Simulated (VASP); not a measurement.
# WSe2 (P6_3/mmc) in VASP: further runs

WSe2 is run at these levels: PBE; tasks: single point.

All numbers are computed with VASP 6.6.1; they aren't measurements. Logs are shortened: lines on timing, memory, paths and dates and some standing lists are left out, and cuts for length are marked.

**What was measured.**

“Time-resolved XUV ARPES with tunable 24–33 eV laser pulses at 30 meV resolution”, 2019, pmc:6684652 reports, for a bulk crystal of WSe2: band gap 1.3 eV (indirect).

The runs below are set against these values where they give the same quantity.

**1. The cell of the first run**

It takes space group P6_3/mmc (No. 194, hexagonal). Conventional cell: a = 3.321 Å, b = 3.321 Å, c = 16.788 Å, α = 90.00°, β = 90.00°, γ = 120.00°. Within 3.4 Å of W (site symmetry -6m2) lie 6 Se at 2.55 Å and 6 W at 3.32 Å. Se (site symmetry 3m) has 3 W at 2.55 Å and 7 Se at 3.32 to 3.36 Å within 3.4 Å.

**2. Single point, PBE, collinear spin (26.73 Å³/atom)**

Contents of INCAR:

```
  ALGO = Normal
  EDIFF = 1E-7
  ENCUT = 520
  GGA = PE
  ISIF = 2
  ISMEAR = 0
  ISPIN = 2
  LASPH = T
  LCHARG = F
  LMAXMIX = 4
  LORBIT = 11
  LREAL = F
  LWAVE = F
  MAGMOM = 0.05 0.05 0 0 0 0
  NBANDS = 39
  NELM = 150
  PREC = Accurate
  SIGMA = 0.05
```

Contents of KPOINTS:

```
k-points
0
Gamma
  10 10 2
```

Contents of POSCAR:

```
WSe2
1.0
    3.3214803959      0.0000000000      0.0000000000
   -1.6607401980      2.8764864011      0.0000000000
    0.0000000000      0.0000000000     16.7879959355
W Se
2 4
Direct
    0.3333333333      0.6666666667      0.2500000000
    0.6666666667      0.3333333333      0.7500000000
    0.3333333333      0.6666666667      0.6500652132
    0.6666666667      0.3333333333      0.1500652132
    0.3333333333      0.6666666667      0.8499347868
    0.6666666667      0.3333333333      0.3499347868
```

Potentials or basis: VASP PAW PBE potentials, release 64 (W_sv, Se).

Launch:

```console
> cat potpaw_PBE.64/W_sv/POTCAR potpaw_PBE.64/Se/POTCAR > POTCAR
> mpirun -np 1 vasp_std > vasp.out
```

OUTCAR:

```text
EDIFF = 1E-7
   ENCUT = 520
   GGA = PE
   ISIF = 2
   ISMEAR = 0
   ISPIN = 2
   LASPH = T
   LORBIT = 11
   LREAL = F
   NELM = 150
   PREC = Accurate

 ion  position               nearest neighbor table
   1  0.333  0.667  0.250-   4 2.55   6 2.55   4 2.55   6 2.55   4 2.55   6 2.55
   2  0.667  0.333  0.750-   3 2.55   5 2.55   3 2.55   5 2.55   3 2.55   5 2.55
   3  0.333  0.667  0.650-   2 2.55   2 2.55   2 2.55
   4  0.667  0.333  0.150-   1 2.55   1 2.55   1 2.55
   5  0.333  0.667  0.850-   2 2.55   2 2.55   2 2.55
   6  0.667  0.333  0.350-   1 2.55   1 2.55   1 2.55

  LATTYP: Found a hexagonal cell.
 ALAT       =     3.3214803959
 C/A-ratio  =     5.0543715255

  Lattice vectors:

 A1 = (   3.3214803959,   0.0000000000,   0.0000000000)
 A2 = (  -1.6607401980,   2.8764864011,   0.0000000000)
 A3 = (   0.0000000000,   0.0000000000,  16.7879959355)

Analysis of symmetry for initial positions (statically):
=====================================================================
 Subroutine PRICEL returns:
 Original cell was already a primitive cell.

 Routine SETGRP: Setting up the symmetry group for a
 hexagonal supercell.

 Subroutine GETGRP returns: Found 24 space group operations
 (whereof 12 operations were pure point group operations)
 out of a pool of 24 trial point group operations.

The static configuration has the point symmetry D_3d.
 The point group associated with its full space group is D_6h.

Analysis of symmetry for dynamics (positions and initial velocities):
=====================================================================
 Subroutine PRICEL returns:
 Original cell was already a primitive cell.

 Routine SETGRP: Setting up the symmetry group for a
 hexagonal supercell.

 Subroutine GETGRP returns: Found 24 space group operations
 (whereof 12 operations were pure point group operations)
 out of a pool of 24 trial point group operations.

The dynamic configuration has the point symmetry D_3d.
 The point group associated with its full space group is D_6h.

Analysis of structural, dynamic, and magnetic symmetry:
=====================================================================
 Subroutine PRICEL returns:
 Original cell was already a primitive cell.

 Routine SETGRP: Setting up the symmetry group for a
 hexagonal supercell.

 Subroutine GETGRP returns: Found 24 space group operations
 (whereof 12 operations were pure point group operations)
 out of a pool of 24 trial point group operations.
[... 143 lines left out ...]
  energy-cutoff  :      520.00
  volume of cell :      160.40
 maximum number of plane-waves:      4359
 NGX is ok and might be reduce to    28
   NGX = 13   NGY = 13   NGZ = 63

 number of electron      51.9999994 magnetization       0.0009533

 Free energy of the ion-electron system (eV)
  ---------------------------------------------------
  ext. energy  EPLUGINS =         0.00000000
  ---------------------------------------------------
  free energy    TOTEN  =       -43.25353667 eV

  energy without entropy =      -43.25353667  energy(sigma->0) =      -43.25353667

 E-fermi :   3.4039     XC(G=0):  -8.8453

 val. band max:        3.1663128555   @ k =   0.3000   0.3000   0.0000
 cond. band min:       4.9460334365   @ k =   0.2000   0.2000   0.0000
 fundamental gap:      1.7797205811
 Fermi energy:         3.4039451328

 spin component 1

 k-point     1 :       0.0000    0.0000    0.0000
  band No.  band energies     occupation
      1     -70.7919      1.00000
      2     -70.7919      1.00000
      3     -35.0102      1.00000
      4     -35.0101      1.00000
      5     -34.9096      1.00000
      6     -34.9096      1.00000
[... 973 lines left out ...]
     37      10.4300      0.00000
     38      10.4300      0.00000

 [... further k-points ...]

 spin component 2

 k-point     1 :       0.0000    0.0000    0.0000
  band No.  band energies     occupation
      1     -70.7919      1.00000
      2     -70.7919      1.00000
      3     -35.0101      1.00000
      4     -35.0101      1.00000
      5     -34.9096      1.00000
      6     -34.9096      1.00000
[... 973 lines left out ...]
     37      10.4298      0.00000
     38      10.4298      0.00000

 [... further k-points ...]

 [bands above 38 left out]

------------------------ aborting loop because EDIFF is reached ----------------------------------------

  FORCE on cell =-STRESS in cart. coord.  units (eV):
  Direction    XX          YY          ZZ          XY          YZ          ZX
  --------------------------------------------------------------------------------------
  -------------------------------------------------------------------------------------
  Total        0.1412442      0.1412442      0.2525974     -0.0000000      0.0000000      0.0000000
  in kB        1.4108747      1.4108747      2.5231702     -0.0000000      0.0000000      0.0000000
  external PRESSURE =       1.7816399 kB  Pullay stress =       0.0000000 kB

 VOLUME and BASIS-vectors are now :
 -----------------------------------------------------------------------------
  energy-cutoff  :      520.00
  volume of cell :      160.40
      direct lattice vectors                 reciprocal lattice vectors
     3.321480396  0.000000000  0.000000000     0.301070571  0.173823175  0.000000000
    -1.660740198  2.876486401  0.000000000     0.000000000  0.347646351  0.000000000
     0.000000000  0.000000000 16.787995935     0.000000000  0.000000000  0.059566371

 POSITION                                       TOTAL-FORCE (eV/Angst)
 -----------------------------------------------------------------------------------
     -0.00000      1.91766      4.19700        -0.000000     -0.000000      0.000000
      1.66074      0.95883     12.59100        -0.000000      0.000000      0.000000
     -0.00000      1.91766     10.91329         0.000000     -0.000000     -0.048818
      1.66074      0.95883      2.51929         0.000000     -0.000000     -0.048818
     -0.00000      1.91766     14.26870         0.000000     -0.000000      0.048818
      1.66074      0.95883      5.87470        -0.000000      0.000000      0.048818
 -----------------------------------------------------------------------------------
    total drift:                               -0.000000      0.000000     -0.000000

  FREE ENERGIE OF THE ION-ELECTRON SYSTEM (eV)
  ---------------------------------------------------
  free  energy   TOTEN  =       -43.2535366682 eV

  energy  without entropy=      -43.2535366682  energy(sigma->0) =      -43.25353667

 total charge

# of ion       s       p       d       tot
------------------------------------------
    1        2.307   6.269   3.351  11.927
    2        2.307   6.269   3.351  11.927
    3        1.474   2.346   0.066   3.886
    4        1.474   2.346   0.066   3.886
    5        1.474   2.346   0.066   3.886
    6        1.474   2.346   0.066   3.886
--------------------------------------------------
tot         10.508  21.924   6.966  39.398

 magnetization (x)

# of ion       s       p       d       tot
------------------------------------------
    1       -0.000  -0.000  -0.000  -0.000
    2       -0.000  -0.000  -0.000  -0.000
    3       -0.000   0.000  -0.000  -0.000
    4       -0.000   0.000  -0.000  -0.000
    5       -0.000   0.000  -0.000  -0.000
    6       -0.000   0.000  -0.000  -0.000
--------------------------------------------------
tot         -0.000   0.000  -0.000  -0.000
```

OSZICAR:

```text
N       E                     dE             d eps       ncg     rms          rms(c)
DAV:   1     0.486053134010E+03    0.48605E+03   -0.26830E+04  4824   0.123E+03
DAV:   2    -0.147053139575E+02   -0.50076E+03   -0.47981E+03  5188   0.338E+02
DAV:   3    -0.446378363293E+02   -0.29933E+02   -0.29436E+02  5460   0.801E+01
DAV:   4    -0.452889548007E+02   -0.65112E+00   -0.65004E+00  5139   0.125E+01
DAV:   5    -0.452992450196E+02   -0.10290E-01   -0.10289E-01  5329   0.171E+00    0.287E+01
DAV:   6    -0.436847136696E+02    0.16145E+01   -0.54610E+00  4881   0.149E+01    0.987E+00
DAV:   7    -0.434365482217E+02    0.24817E+00   -0.20743E+00  4766   0.740E+00    0.563E+00
DAV:   8    -0.432535256157E+02    0.18302E+00   -0.30913E-01  5060   0.382E+00    0.114E+00
DAV:   9    -0.432543190714E+02   -0.79346E-03   -0.59485E-02  5203   0.103E+00    0.906E-01
DAV:  10    -0.432532518300E+02    0.10672E-02   -0.70059E-03  4954   0.539E-01    0.147E-01
DAV:  11    -0.432534495610E+02   -0.19773E-03   -0.61541E-04  5173   0.112E-01    0.661E-02
DAV:  12    -0.432534601649E+02   -0.10604E-04   -0.18498E-04  4934   0.732E-02    0.756E-02
DAV:  13    -0.432535302253E+02   -0.70060E-04   -0.17226E-04  4632   0.617E-02    0.340E-02
DAV:  14    -0.432535341851E+02   -0.39598E-05   -0.16401E-05  5264   0.239E-02    0.847E-03
DAV:  15    -0.432535360680E+02   -0.18829E-05   -0.15900E-06  4355   0.639E-03    0.448E-03
DAV:  16    -0.432535366359E+02   -0.56790E-06   -0.26104E-06  4186   0.870E-03    0.347E-03
DAV:  17    -0.432535366682E+02   -0.32295E-07   -0.11466E-07  4086   0.200E-03
   1 F= -.43253537E+02 E0= -.43253537E+02  d E =-.220217E-12  mag=     0.0004
```

stdout:

```text
POSCAR found type information on POSCAR W Se
 POSCAR found :  2 types and       6 ions
 scaLAPACK will be used
 LDA part: xc-table for (Slater+PW92), standard interpolation
 POSCAR, INCAR and KPOINTS ok, starting setup
 FFT: planning ... GRIDC
 FFT: planning ... GRID_SOFT
 FFT: planning ... GRID
 WAVECAR not read
 entering main loop
```

Wall time 5.6 min (1 thread of Intel Xeon Platinum 8488C (Sapphire Rapids), shared host); peak memory 0.52 GiB.

Results:

- Free energy: -43.2535 eV
- Pressure: 0.2 GPa
- Largest force: 0.049 eV/Å
- Band gap on the k mesh: 1.78 eV (least direct gap 1.83 eV)
- Net moment: 0.00 μB per cell
- Valence electrons inside the program's atomic spheres: W 11.93; Se 3.89

Forces on the atoms (eV/Å):
```
W    0.000  0.000  0.000
W    0.000  0.000  0.000
Se   0.000  0.000 -0.049
Se   0.000  0.000 -0.049
Se   0.000  0.000  0.049
Se   0.000  0.000  0.049
```

Levels at points of the mesh, in eV from the valence-band top:
Spin up:
| k point | band 23 | band 24 | band 25 | band 26 | band 27 | band 28 | band 29 | band 30 |
| --- | --- | --- | --- | --- | --- | --- | --- | --- |
| (0.00, 0.00, 0.00) | -1.11 | -1.11 | -0.30 | -0.07 | 3.02 | 3.02 | 3.02 | 3.02 |
| (0.50, 0.00, 0.00) | -0.85 | -0.85 | -0.83 | -0.82 | 2.47 | 2.47 | 2.82 | 2.86 |
| (0.00, 0.00, 0.50) | -1.11 | -1.11 | -0.18 | -0.18 | 3.02 | 3.02 | 3.02 | 3.02 |
| (0.50, 0.00, 0.50) | -0.85 | -0.85 | -0.83 | -0.83 | 2.47 | 2.47 | 2.84 | 2.84 |
Spin down:
```csv
k point,band 22,band 23,band 24,band 25,band 26,band 27,band 28,band 29,band 30,band 31
"(0.00, 0.00, 0.00)",-1.11,-1.11,-1.11,-0.30,-0.07,3.02,3.02,3.02,3.02,3.19
"(0.50, 0.00, 0.00)",-1.99,-0.85,-0.85,-0.83,-0.82,2.47,2.47,2.82,2.86,3.70
"(0.00, 0.00, 0.50)",-1.11,-1.11,-1.11,-0.18,-0.18,3.02,3.02,3.02,3.02,3.19
"(0.50, 0.00, 0.50)",-1.99,-0.85,-0.85,-0.83,-0.83,2.47,2.47,2.84,2.84,3.79
```

Caveat: spin-orbit coupling is left out, which moves the levels of the heavy elements; this functional lacks dispersion, which binds layers or chains, so the pressure and a relaxed spacing across them are unreliable.

**3. Single point, PBE, collinear spin**

This run uses another cell than the first one, of 24.30 Å³/atom.

Contents of INCAR:

```
PREC = Accurate
ENCUT = 520
EDIFF = 1E-6
ISMEAR = 0
SIGMA = 0.05
LREAL = F
LASPH = T
NELM = 150
ALGO = Normal
ISIF = 2
LWAVE = F
LCHARG = F
ISPIN = 2
MAGMOM = 2 2 0 0 0 0
LORBIT = 11
LMAXMIX = 4
GGA = PE
NBANDS = 39
```

Contents of KPOINTS:

```
Automatic mesh
0
Gamma
  10 10 2
```

Contents of POSCAR:

```
WSe2
1.0
    3.3206726644      0.0000000000      0.0000000000
   -1.6603363322      2.8757868850      0.0000000000
    0.0000000000      0.0000000000     15.2692400593
W Se
2 4
Direct
    0.3333333333      0.6666666667      0.2500000000
    0.6666666667      0.3333333333      0.7500000000
    0.3333333333      0.6666666667      0.6400904823
    0.6666666667      0.3333333333      0.1400904823
    0.3333333333      0.6666666667      0.8599095177
    0.6666666667      0.3333333333      0.3599095177
```

Potentials or basis: VASP PAW PBE potentials, release 64 (W_sv, Se).

Launch:

```console
> cat potpaw_PBE.64/W_sv/POTCAR potpaw_PBE.64/Se/POTCAR > POTCAR
> mpirun -np 1 vasp_std > vasp.out
```

Wall time 4.9 min (1 thread of Intel Xeon Platinum 8488C (Sapphire Rapids), shared host); peak memory 0.49 GiB.

The run converged. Its results:

| Quantity | Value |
| --- | --- |
| Free energy | -43.2567 eV |
| Pressure | 0.2 GPa |
| Largest force | 0.044 eV/Å |
| Band gap on the k mesh | 1.64 eV (least direct gap 1.81 eV) |
| Net moment | 0.00 μB per cell |
| Valence electrons inside the program's atomic spheres | W 11.93; Se 3.89 |

Forces on the atoms (eV/Å):
```
W    0.000  0.000  0.000
W    0.000  0.000  0.000
Se   0.000  0.000 -0.044
Se   0.000  0.000 -0.044
Se   0.000  0.000  0.044
Se   0.000  0.000  0.044
```

Stress tensor (GPa, compression positive):
```
0.22 0.00 0.00
0.00 0.22 0.00
0.00 0.00 0.30
```

Levels at points of the mesh, in eV from the valence-band top:
Spin up:
```csv
k point,band 23,band 24,band 25,band 26,band 27,band 28,band 29,band 30
"(0.00, 0.00, 0.00)",-1.15,-1.15,-0.45,0.00,2.97,2.97,2.98,2.98
"(0.50, 0.00, 0.00)",-0.91,-0.89,-0.88,-0.86,2.42,2.43,2.75,2.84
"(0.00, 0.00, 0.50)",-1.15,-1.15,-0.17,-0.17,2.98,2.98,2.98,2.98
"(0.50, 0.00, 0.50)",-0.90,-0.90,-0.87,-0.87,2.43,2.43,2.79,2.79
```
Spin down:
```csv
k point,band 23,band 24,band 25,band 26,band 27,band 28,band 29,band 30
"(0.00, 0.00, 0.00)",-1.15,-1.15,-0.45,0.00,2.97,2.97,2.98,2.98
"(0.50, 0.00, 0.00)",-0.91,-0.89,-0.88,-0.86,2.42,2.43,2.75,2.84
"(0.00, 0.00, 0.50)",-1.15,-1.15,-0.17,-0.17,2.98,2.98,2.98,2.98
"(0.50, 0.00, 0.50)",-0.90,-0.90,-0.87,-0.87,2.43,2.43,2.79,2.79
```

Caveat: spin-orbit coupling is left out, which moves the levels of the heavy elements; this functional lacks dispersion, which binds layers or chains, so the pressure and a relaxed spacing across them are unreliable.

**4. Against experiment**

Step 2. Measured gap of WSe2: 1.3 eV (indirect; “Time-resolved XUV ARPES with tunable 24–33 eV laser pulses at 30 meV resolution”, 2019, pmc:6684652). This calculation gives 1.78 eV (+0.48 eV). Spin-orbit coupling on Se, W is left out. The value is that of PBE on a finite k mesh, which can miss the band edges, without temperature or zero-point motion.

Step 3. Against the measured gap of WSe2, 1.3 eV (indirect; “Time-resolved XUV ARPES with tunable 24–33 eV laser pulses at 30 meV resolution”, 2019, pmc:6684652), the calculated 1.64 eV is off by +0.34 eV. Spin-orbit coupling on Se, W is left out. The value is that of PBE on a finite k mesh, which can miss the band edges, without temperature or zero-point motion.
